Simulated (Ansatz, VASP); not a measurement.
# Two plane-wave programs on CaO

```
Ca O
1.0
     3.30048    0.00000    0.00000
    -1.65024    2.85830    0.00000
     0.00000    0.00000    2.99872
Ca O
1 1
Direct
  0.33333 0.66667 0.50000
  0.66667 0.33333 0.00000
```

Alike in both runs: functional PBE; k mesh 12 × 12 × 8; occupations gaussian, width 0.02 eV; no spin polarisation.

Ansatz relaxed the structure, and its values are those at the end. VASP's run is a single point on that final structure, the one shown.

|  | VASP | Ansatz |
| --- | --- | --- |
| version | VASP 6.6.1 | Ansatz 0.2.0 |
| potentials or method | VASP PAW PBE potentials, release 64 (Ca_sv, O), cutoff 520 eV | scalar-relativistic, plane waves, PAW |
| valence electrons in the cell | 16 | 16 |

|  | VASP | Ansatz | Ansatz less VASP |
| --- | --- | --- | --- |
| gap on the k mesh at the Fermi level (eV) | 3.32 | 3.33 | +0.012 |
| least direct gap on the mesh (eV) | 3.32 | 3.33 | +0.012 |
| pressure (GPa) | 0.5 | 0.0 | -0.51 |
